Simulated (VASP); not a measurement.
Write the native input for VASP 6.6.1 that does the following.

```yaml
Task: single point
Functional: PBE
Dispersion: D3(BJ)
Potentials_or_basis: VASP PAW PBE potentials, release 64 (Al, H)
Cutoff: 520 eV
k_mesh: 6 × 6 × 1
Occupations: gaussian, width 0.1 eV
Spin: no spin polarisation
Dipole_correction: yes
Further_INCAR_settings: LREAL = Auto; ALGO = Fast; EDIFF = 1e-06; NBANDS = 78
```

The structure of Al36H lies in POSCAR:

```
Al36H
1.0
    5.6288445219      0.0000000000      0.0000000000
   -2.8144222609      4.8747223499      0.0000000000
    0.0000000000      0.0000000000     35.9073562080
Al H
36 1
Direct
    0.1666666667      0.3333333333      0.1113977865
    0.1666666667      0.8333333333      0.1113977865
    0.6666666667      0.3333333333      0.1113977865
    0.6666666667      0.8333333333      0.1113977865
    0.0000000000      0.0000000000      0.1757372983
    0.0000000000      0.5000000000      0.1757372983
    0.5000000000      0.0000000000      0.1757372983
    0.5000000000      0.5000000000      0.1757372983
    0.3333333333      0.1666666667      0.2400768102
    0.3333333333      0.6666666667      0.2400768102
    0.8333333333      0.1666666667      0.2400768102
    0.8333333333      0.6666666667      0.2400768102
    0.0000000000      0.0000000000      0.3044163221
    0.0000000000      0.5000000000      0.3044163221
    0.5000000000      0.0000000000      0.3044163221
    0.5000000000      0.5000000000      0.3044163221
    0.1666666667      0.3333333333      0.3682539347
    0.1666666667      0.8333333333      0.3682539347
    0.6666666667      0.3333333333      0.3682539347
    0.6666666667      0.8333333333      0.3682539347
    0.0000000000      0.0000000000      0.4320699059
    0.0000000000      0.5000000000      0.4320699059
    0.5000000000      0.0000000000      0.4320699059
    0.5000000000      0.5000000000      0.4320699059
    0.3333333333      0.1666666667      0.4967844642
    0.3333333333      0.6666666667      0.4967844642
    0.8333333333      0.1666666667      0.4967844642
    0.8333333333      0.6666666667      0.4967844642
    0.0000000000      0.0000000000      0.5611166564
    0.0000000000      0.5000000000      0.5611166564
    0.5000000000      0.0000000000      0.5611166564
    0.5000000000      0.5000000000      0.5611166564
    0.1666666667      0.3333333333      0.6268174153
    0.1666666667      0.8333333333      0.6268174153
    0.6666666667      0.3333333333      0.6268174153
    0.6666666667      0.8333333333      0.6268174153
    0.2500000000      0.6666666667      0.7215055338
```

The input as run:

INCAR

```
PREC = Accurate
ENCUT = 520
EDIFF = 1E-6
ISMEAR = 0
SIGMA = 0.1
LREAL = Auto
LASPH = T
NELM = 80
ALGO = Fast
ISIF = 2
LWAVE = F
LCHARG = T
LDIPOL = T
IDIPOL = 3
DIPOL = 0.5 0.5 0.378
GGA = PE
IVDW = 12
LELF = T
LVHAR = T
LVACPOTAV = T
NBANDS = 78
```

KPOINTS

```
Automatic mesh
0
Gamma
  6 6 1
```

Potentials or basis: VASP PAW PBE potentials, release 64 (Al, H).

Launch:

```sh
$ cat potpaw_PBE.64/Al/POTCAR potpaw_PBE.64/H/POTCAR > POTCAR
$ mpirun -np 1 vasp_std > vasp.out
```

It gave:

```json
{
 "Largest force": "0.645 eV/Å",
 "Band gap on the k mesh": "zero (an odd number of electrons rules out a gap without spin polarisation)",
 "Dispersion energy per atom": "-0.304 eV"
}
```

Wall time 100 min on 1 thread of Oxide Virtual Turin-like Processor, on a shared host, peak memory 1.4 GiB.
